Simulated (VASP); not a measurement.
Set up this calculation in VASP 6.6.1, as the native input.

```
Task                   : single point
Functional             : PBE
Potentials or basis    : VASP PAW PBE potentials, release 64 (Ti_sv, O)
Cutoff                 : 520 eV
k mesh                 : 8 × 8 × 8
Occupations            : gaussian, width 0.01 eV
Spin                   : no spin polarisation
Dipole correction      : no
Further INCAR settings : ALGO = Normal; EDIFF = 1e-06; NBANDS = 33
```

The structure of TiO2 lies in POSCAR:

```
TiO2
1.0
   -1.9181535705      1.9181535705      4.8990192581
    1.9181535705     -1.9181535705      4.8990192581
    1.9181535705      1.9181535705     -4.8990192581
Ti O
2 4
Direct
    0.7500000000      0.2500000000      0.5000000000
    0.0000000000      0.0000000000      0.0000000000
    0.5435651708      0.0435651708      0.5000000000
    0.7935651708      0.7935651708      0.0000000000
    0.2064348292      0.2064348292      0.0000000000
    0.9564348292      0.4564348292      0.5000000000
```

These files were run (other wordings do the same):

INCAR

```
ALGO = Normal ; EDIFF = 1E-6
ENCUT = 520 ; GGA = PE
ISIF = 2 ; ISMEAR = 0
LASPH = T ; LCHARG = F
LREAL = F ; LWAVE = F
NBANDS = 33 ; NELM = 80
PREC = Accurate ; SIGMA = 0.01
```

KPOINTS

```
k-points
0
Gamma
  8 8 8
```

Potentials or basis: VASP PAW PBE potentials, release 64 (Ti_sv, O).

Command:

```sh
$ cat potpaw_PBE.64/Ti_sv/POTCAR potpaw_PBE.64/O/POTCAR > POTCAR
$ mpirun -np 1 vasp_std > vasp.out
```

Results of the run:

```json
{"Pressure": "-5.1 GPa", "Largest force": "0.132 eV/Å", "Band gap on the k mesh": "2.06 eV (least direct gap 2.34 eV)"}
```

Caveat: the cell stands under tension.

It took 2.1 min on 1 thread of Intel(R) Xeon(R) 6975P-C (Granite Rapids), on a shared host, peak memory 0.31 GiB.
